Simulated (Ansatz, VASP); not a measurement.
# WSe2 in VASP and in Ansatz

File INCAR:

```
PREC = Accurate
ENCUT = 600
EDIFF = 1E-6
ISMEAR = 0
SIGMA = 0.01
LREAL = False
LASPH = True
NELM = 80
ALGO = Normal
ISIF = 3
LWAVE = False
LCHARG = False
IBRION = 2
NSW = 80
EDIFFG = -0.001
```

File KPOINTS:

```
regular mesh
0
Gamma
  12 12 3
```

POSCAR

```
WSe2
1.0
    3.2899984505      0.0000000000      0.0000000000
   -1.6449992252      2.8492222365      0.0000000000
    0.0000000000      0.0000000000     12.9700000000
W Se
2 4
Direct
    0.3333333333      0.6666666667      0.2500000000
    0.6666666667      0.3333333333      0.7500000000
    0.3333333333      0.6666666667      0.6210000000
    0.6666666667      0.3333333333      0.1210000000
    0.3333333333      0.6666666667      0.8790000000
    0.6666666667      0.3333333333      0.3790000000
```

Input for Ansatz:

```yaml
crystal:
  lattice:
    - [3.2899984505, 0.0, 0.0]
    - [-1.6449992252, 2.8492222365, 0.0]
    - [0.0, 0.0, 12.97]
  atoms:
    - { symbol: W, position: [0.3333333333, 0.6666666667, 0.25] }
    - { symbol: W, position: [0.6666666667, 0.3333333333, 0.75] }
    - { symbol: Se, position: [0.3333333333, 0.6666666667, 0.621] }
    - { symbol: Se, position: [0.6666666667, 0.3333333333, 0.121] }
    - { symbol: Se, position: [0.3333333333, 0.6666666667, 0.879] }
    - { symbol: Se, position: [0.6666666667, 0.3333333333, 0.379] }
scf:
  occupations: { method: fixed }
output:
  forces: true
  stress: true
  eigenvalues: true
  write_density: true
  write_potential: true
  elf: true
  volumetric_format: npy
hamiltonian:
  xc: lda
relax:
  f_tol: 0.001
  max_steps: 60
  cell: { stress_tol: 0.03 }
kpoints:
  mp_grid: { grid: [12, 12, 3] }
```

Alike in both runs: task relaxation of cell and atoms; functional LDA; k mesh 12 × 12 × 3; no spin polarisation.

```csv
,VASP,Ansatz
version,VASP 6.6.1,Ansatz 0.2.0
potentials or method,"VASP PAW LDA potentials, release 64 (W_sv, Se)","scalar-relativistic, plane waves, PAW"
plane-wave cutoff (eV),600,420
occupations,"gaussian, width 0.01 eV",fixed
valence electrons in the cell,52,92
```

|  | VASP | Ansatz | Ansatz less VASP |
| --- | --- | --- | --- |
| gap on the k mesh at the Fermi level, each at its own relaxed structure (eV) | 0.87 | 0.89 | +0.013 |
| relaxed volume (Å³/atom) | 19.62 | 19.54 | -0.076 |
| relaxed cell length with the largest relative difference (Å) | 3.255 | 3.250 | -0.0055 |

LDA's correlation is that of Perdew and Zunger in VASP and of Perdew and Wang (1992) in Ansatz. VASP's potentials hold 52 valence electrons a cell and Ansatz's 92, so a difference there can come from the potentials and not from the codes.

Spin-orbit coupling is off throughout.
